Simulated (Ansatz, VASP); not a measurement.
**SiC2: VASP beside Ansatz**

INCAR

```
SYSTEM = SiC2
PREC = Accurate
ENCUT = 520
EDIFF = 1E-7
ISMEAR = 0
SIGMA = 0.1
LREAL = .False.
LASPH = .True.
NELM = 80
ALGO = Normal
ISIF = 2
LWAVE = .False.
LCHARG = .True.
GGA = PE
LELF = .True.
LVHAR = .True.
NBANDS = 21
```

The input KPOINTS:

```
regular mesh
0
Gamma
  6 6 2
  0 0 0
```

The input POSCAR:

```
SiC2
1.0
    2.6447227300      0.0000000000      0.0000000000
   -1.3223613600      2.2903970700      0.0000000000
    0.0000000000      0.0000000000     13.4789956300
Si C
2 4
Direct
    0.3333333300      0.6666666700      0.4166666700
    0.6666666700      0.3333333300      0.5833333300
    0.3333333300      0.6666666700      0.7500000000
    0.3333333300      0.6666666700      0.0833333300
    0.6666666700      0.3333333300      0.9166666700
    0.6666666700      0.3333333300      0.2500000000
```

Input for Ansatz:

```yaml
crystal:
  lattice:
    - [2.64472273, 0.0, 0.0]
    - [-1.32236136, 2.29039707, 0.0]
    - [0.0, 0.0, 13.47899563]
  atoms:
    - { symbol: Si, position: [0.33333333, 0.66666667, 0.41666667] }
    - { symbol: Si, position: [0.66666667, 0.33333333, 0.58333333] }
    - { symbol: C, position: [0.33333333, 0.66666667, 0.75] }
    - { symbol: C, position: [0.33333333, 0.66666667, 0.08333333] }
    - { symbol: C, position: [0.66666667, 0.33333333, 0.91666667] }
    - { symbol: C, position: [0.66666667, 0.33333333, 0.25] }
basis:
  ecutwfc: 420
kpoints:
  mp_grid: { grid: [6, 6, 2] }
hamiltonian:
  xc: pbe
scf:
  occupations: { method: gaussian, width: 0.1 }
  lower_state_search: "off"
output:
  forces: true
  stress: true
  eigenvalues: true
```

Alike in both runs: task single point; functional PBE; k mesh 6 × 6 × 2; occupations gaussian, width 0.1 eV; no spin polarisation.

|  | VASP | Ansatz |
| --- | --- | --- |
| version | VASP 6.6.1 | Ansatz 0.2.0 |
| potentials or method | VASP PAW PBE potentials, release 64 (Si, C), cutoff 520 eV | scalar-relativistic, plane waves, PAW |
| valence electrons in the cell | 24 | 24 |

Ansatz gave:

- gap on the k mesh at the Fermi level (eV): none
- pressure (GPa): -18.5
- traceless stress, the component that is largest in VASP (GPa): -3.57
- rms of the force components (eV/Å): 0.581

**Question.** Which values does VASP return?

**Answer.** gap on the k mesh at the Fermi level (eV): none; pressure (GPa): -18.5; traceless stress, the component that is largest in VASP (GPa): -3.56; rms of the force components (eV/Å): 0.580.

Atom by atom the forces differ by 0.001 eV/Å (rms over components). A gap of «none» marks a metal or a gap that the smearing closes.

The k mesh is coarse, so the values compare programs but aren't converged.
